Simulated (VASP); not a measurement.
Input of a VASP 6.6.1 run:

INCAR

```
  PREC = Accurate
  ENCUT = 520
  EDIFF = 1E-6
  ISMEAR = 0
  SIGMA = 0.05
  LREAL = False
  LASPH = True
  NELM = 150
  ALGO = Normal
  ISIF = 2
  LWAVE = False
  LCHARG = False
  ISPIN = 2
  MAGMOM = 1.5 1.5 1.5 1.5
  LORBIT = 11
  LMAXMIX = 4
  GGA = PE
  NBANDS = 36
```

KPOINTS

```
regular mesh
0
Gamma
  1 1 11
```

File POSCAR:

```
Zr
1.0
   12.0000000000      0.0000000000      0.0000000000
    0.0000000000      9.3000000000      0.0000000000
    0.0000000000      0.0000000000      5.7620566408
Zr
4
Direct
    0.3739550110      0.5000000000      0.0000000000
    0.3739550110      0.5000000000      0.5000000000
    0.6260449890      0.5000000000      0.0000000000
    0.6260449890      0.5000000000      0.5000000000
```

Potentials or basis: VASP PAW PBE potentials, release 64 (Zr_sv).

Command:

```console
$ cat potpaw_PBE.64/Zr_sv/POTCAR > POTCAR
$ mpirun -np 1 vasp_std > vasp.out
```

**Question.** Predict the largest force.

**Answer.** 0.852 eV/Å.

**Question.** What does it give for the net moment?

**Answer.** 4.23 μB per cell.

**Question.** Estimate the site moments.

**Answer.** Zr +0.56 μB.

Forces in eV/Å, atoms in the order of the input:
```
Zr   0.852  0.000  0.000
Zr   0.852  0.000  0.000
Zr  -0.852  0.000  0.000
Zr  -0.852  0.000  0.000
```
